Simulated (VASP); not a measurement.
Input of a VASP 6.6.1 run:

File INCAR:

```
PREC = Accurate ; ENCUT = 520
EDIFF = 1E-7 ; ISMEAR = 0
SIGMA = 0.1 ; LREAL = False
LASPH = True ; NELM = 100
ALGO = Normal ; ISIF = 2
LWAVE = False ; LCHARG = True
GGA = PS ; LELF = True
LVHAR = True ; NBANDS = 18
```

Contents of KPOINTS:

```
Automatic mesh
0
Gamma
  18 18 18
```

The input POSCAR:

```
Si2W
1.0
   -1.6347202092      1.6347202092      3.9747192695
    1.6347202092     -1.6347202092      3.9747192695
    1.6347202092      1.6347202092     -3.9747192695
Si W
2 1
Direct
    0.3355316519      0.3355316519      0.0000000000
    0.6644683481      0.6644683481      0.0000000000
    0.0000000000      0.0000000000      0.0000000000
```

Potentials or basis: VASP PAW PBE potentials, release 64 (Si, W_sv).

Launch:

```console
$ cat potpaw_PBE.64/Si/POTCAR potpaw_PBE.64/W_sv/POTCAR > POTCAR
$ mpirun -np 1 vasp_std > vasp.out
```

Question: Predict the pressure.

Answer: -11.6 GPa.

Question: Predict the largest force.

Answer: 0.007 eV/Å.

Question: Estimate the band gap on the k mesh.

Answer: Zero (bands 11 and 12 overlap by 1.16 eV).

Stress tensor (GPa, compression positive):
```
-11.59   0.00   0.00
  0.00 -11.59   0.00
  0.00   0.00 -11.67
```

Caveat: the cell stands under tension; the PAW data sets were made with another functional, which shifts forces and pressure a little; spin-orbit coupling is left out, which moves the levels of the heavy elements.
